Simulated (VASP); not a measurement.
A run of VASP 6.6.1 is set up as follows.

INCAR

```
PREC = Accurate ; ENCUT = 520
EDIFF = 1E-7 ; ISMEAR = 1
SIGMA = 0.1 ; LREAL = F
LASPH = T ; NELM = 60
ALGO = Normal ; ISIF = 2
LWAVE = F ; LCHARG = T
GGA = CA ; LELF = T
LVHAR = T ; NBANDS = 16
```

File KPOINTS:

```
Automatic mesh
0
Gamma
  9 9 3
```

File POSCAR:

```
CaMg3
1.0
    3.3306009651      0.0000028203      0.0000000000
   -1.6653029250      2.8843836355      0.0000000000
    0.0000000000      0.0000000000     10.6302337051
Ca Mg
1 3
Direct
    0.0000000000      0.0000000000      0.5000000000
    0.0000000000      0.0000000000      0.0000000000
    0.6666666667      0.3333333333      0.7638053129
    0.6666666667      0.3333333333      0.2361946871
```

Potentials or basis: VASP PAW LDA potentials, release 64 (Ca_sv, Mg).

Command:

```console
$ cat potpaw_LDA.64/Ca_sv/POTCAR potpaw_LDA.64/Mg/POTCAR > POTCAR
$ mpirun -np 1 vasp_std > vasp.out
```

(1) What does it give for the pressure?

(2) What does it give for the band gap on the k mesh?

(3) Predict the largest force.

Results:

(1) -0.3 GPa.

(2) zero (band 8 reaches 2.95 eV, above the bottom of band 9 at 1.61 eV).

(3) 0.012 eV/Å.
